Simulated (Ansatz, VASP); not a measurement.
## AlIn2: VASP beside Ansatz

```xyz
6
Lattice="-3.2665 3.2665 2.7248 3.2665 -3.2665 2.7248 3.2665 3.2665 -2.7248" Properties=species:S:1:pos:R:3 pbc="T T T"
Al    0.0000    0.0000    4.0872
Al    0.0000    0.0000    1.3624
In    1.0358    4.3023    0.0000
In    2.2307    1.0358    0.0000
In    1.0358    2.2307    2.7248
In    2.2307   -1.0358    2.7248
```

Change from the starting cell: species swapped into the MnGe2 type (I4/mcm, No. 140).

Alike in both runs: task relaxation of cell and atoms; functional PBE; k mesh 4 × 4 × 4; occupations gaussian, width 0.1 eV; no spin polarisation.

```csv
,VASP,Ansatz
version,VASP 6.6.1,Ansatz 0.2.0
potentials or method,"VASP PAW PBE potentials, release 64 (Al, In_d), cutoff 600 eV","scalar-relativistic, plane waves, PAW"
valence electrons in the cell,58,58
```

VASP gave:

| Property | Result |
| --- | --- |
| gap on the k mesh at the Fermi level, each at its own relaxed structure (eV) | none |
| relaxed volume (Å³/atom) | 24.16 |
| relaxed length of the cell vector where the two differ most in proportion (Å) | 5.795 |

Question: Estimate Ansatz's values.

Answer: gap on the k mesh at the Fermi level, each at its own relaxed structure (eV): none; relaxed volume (Å³/atom): 24.25; relaxed length of the cell vector where the two differ most in proportion (Å): 5.804.

A gap of «none» marks a metal or a gap that the smearing closes.

The k mesh is coarse, so the values compare programs but aren't converged. Noted on VASP's run: the volume moved by over 15 % at a fixed basis, so the end points are rough.
